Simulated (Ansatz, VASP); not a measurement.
**Ti: VASP beside Ansatz**

```
Ti
1.0
     0.02030    2.04015    2.04015
     2.04015    0.02030    2.04015
     2.04015    2.04015    0.02030
Ti
1
Direct
  0.00000 0.00000 0.00000
```

Change from the starting cell: equal xy, yz and zx shear strains of +1 %.

Alike in both runs: task single point; functional PBE; k mesh 15 × 15 × 15; occupations fermi-dirac, width 0.05 eV; no spin polarisation.

```csv
,VASP,Ansatz
version,VASP 6.6.1,Ansatz 0.2.0
potentials or method,"VASP PAW PBE potentials, release 64 (Ti_sv), cutoff 520 eV","all-electron LAPW, scalar-relativistic"
```

VASP gave:

- pressure (GPa): 4.2
- traceless stress, the component that is largest in VASP (GPa): -0.61

Q: Estimate Ansatz's values.

A: Pressure (GPa): 4.5; traceless stress, the component that is largest in VASP (GPa): -0.62.

Ansatz ran all-electron here, and VASP with PAW potentials.
